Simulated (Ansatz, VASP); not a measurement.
**Two plane-wave programs on SrCl2**

```
Sr Cl
1.0
     0.00000    3.41028    3.54701
     3.41028    0.00000    3.54701
     3.41028    3.41028    0.00000
Sr Cl
1 2
Cartesian
  0.0000 0.0000 0.0000
  1.7051 1.7051 1.7735
  5.1154 5.1154 5.3205
```

Change from the starting cell: epitaxial_xy strain -2.5%.

Alike in both runs: task single point; functional r2SCAN; k mesh 6 × 6 × 6; no spin polarisation.

|  | VASP | Ansatz |
| --- | --- | --- |
| version | VASP 6.6.1 | Ansatz 0.2.0 |
| potentials or method | VASP PAW PBE potentials, release 64 (Sr_sv, Cl) | plane waves, PAW |
| plane-wave cutoff (eV) | 520 | 500 |
| occupations | gaussian, width 0.01 eV | fixed |
| valence electrons in the cell | 24 | 24 |

```csv
,VASP,Ansatz,Ansatz less VASP
gap on the k mesh at the Fermi level (eV),5.86,5.86,-0.001
pressure (GPa),1.6,1.5,-0.06
"traceless stress, the component that is largest in VASP (GPa)",-1.48,-1.49,-0.009
```

VASP's potentials were made for PBE, not for r2SCAN.
